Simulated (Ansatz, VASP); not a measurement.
BaS: VASP beside Ansatz

```xyz
2
Lattice="0.0000 3.2775 3.2775 3.2775 0.0000 3.2775 3.2775 3.2775 0.0000" Properties=species:S:1:pos:R:3 pbc="T T T"
Ba    0.0000    0.0000    0.0000
S     3.2775    3.2775    3.2775
```

Alike in both runs: task single point; functional PBE; k mesh 6 × 6 × 6; no spin polarisation.

|  | VASP | Ansatz |
| --- | --- | --- |
| version | VASP 6.6.1 | Ansatz 0.2.0 |
| potentials or method | VASP PAW PBE potentials, release 64 (Ba_sv, S) | plane waves, PAW |
| plane-wave cutoff (eV) | 520 | 420 |
| occupations | gaussian, width 0.01 eV | fixed |
| valence electrons in the cell | 16 | 16 |

|  | VASP | Ansatz | Ansatz less VASP |
| --- | --- | --- | --- |
| gap on the k mesh at the Fermi level (eV) | 2.22 | 2.30 | +0.083 |
| pressure (GPa) | -1.7 | -2.1 | -0.44 |

Spin-orbit coupling is off throughout.
